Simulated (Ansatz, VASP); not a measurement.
## One calculation of GaN, two programs

INCAR

```
PREC     = Accurate       # precision mode
ENCUT    = 600            # plane-wave cutoff, eV
EDIFF    = 1E-6           # SCF threshold, eV
ISMEAR   = 0              # smearing method
SIGMA    = 0.1            # smearing width, eV
LREAL    = F              # projectors in reciprocal space
LASPH    = T              # aspherical terms in the spheres
NELM     = 120            # most SCF steps
ALGO     = Normal         # electronic algorithm
ISIF     = 2              # what is computed and relaxed
LWAVE    = F              # write WAVECAR
LCHARG   = F              # write CHGCAR
NBANDS   = 26             # bands
GGA_COMPAT= F
```

KPOINTS

```
regular mesh
0
Gamma
  6 6 4
```

Contents of POSCAR:

```
GaN
1.0
    3.1890000000      0.0000000000      0.0000000000
   -1.5945000000      2.7617550127      0.0000000000
    0.0000000000      0.0000000000      5.1850000000
Ga N
2 2
Direct
    0.3333333333      0.6666666667      0.0000000000
    0.6666666667      0.3333333333      0.5000000000
    0.3333333333      0.6666666667      0.5000000000
    0.6666666667      0.3333333333      1.0000000000
```

Input for Ansatz:

```yaml
crystal:
  lattice:
    - [3.189, 0.0, 0.0]
    - [-1.5945, 2.7617550127, 0.0]
    - [0.0, 0.0, 5.185]
  atoms:
    - { symbol: Ga, position: [0.3333333333, 0.6666666667, 0.0] }
    - { symbol: Ga, position: [0.6666666667, 0.3333333333, 0.5] }
    - { symbol: "N", position: [0.3333333333, 0.6666666667, 0.5] }
    - { symbol: "N", position: [0.6666666667, 0.3333333333, 1.0] }
basis:
  ecutwfc: 420
kpoints:
  mp_grid: { grid: [6, 6, 4] }
hamiltonian:
  xc: lda
scf:
  occupations: { method: gaussian, width: 0.1 }
output:
  forces: true
  stress: true
  eigenvalues: true
```

Alike in both runs: task single point; functional LDA; k mesh 6 × 6 × 4; occupations gaussian, width 0.1 eV; no spin polarisation.

|  | VASP | Ansatz |
| --- | --- | --- |
| version | VASP 6.6.1 | Ansatz 0.2.0 |
| potentials or method | VASP PAW LDA potentials, release 64 (Ga_d, N), cutoff 600 eV | scalar-relativistic, plane waves, PAW |
| valence electrons in the cell | 36 | 36 |

VASP gave:

```
gap on the k mesh at the Fermi level (eV)                     : 1.91
least direct gap on the mesh (eV)                             : 1.91
pressure (GPa)                                                : 4.4
traceless stress, the component that is largest in VASP (GPa) : -9.01
```

Problem. Which values does Ansatz return?

Solution. gap on the k mesh at the Fermi level (eV): 1.90; least direct gap on the mesh (eV): 1.90; pressure (GPa): 3.5; traceless stress, the component that is largest in VASP (GPa): -8.03.

LDA's correlation is that of Perdew and Zunger in VASP and of Perdew and Wang (1992) in Ansatz.
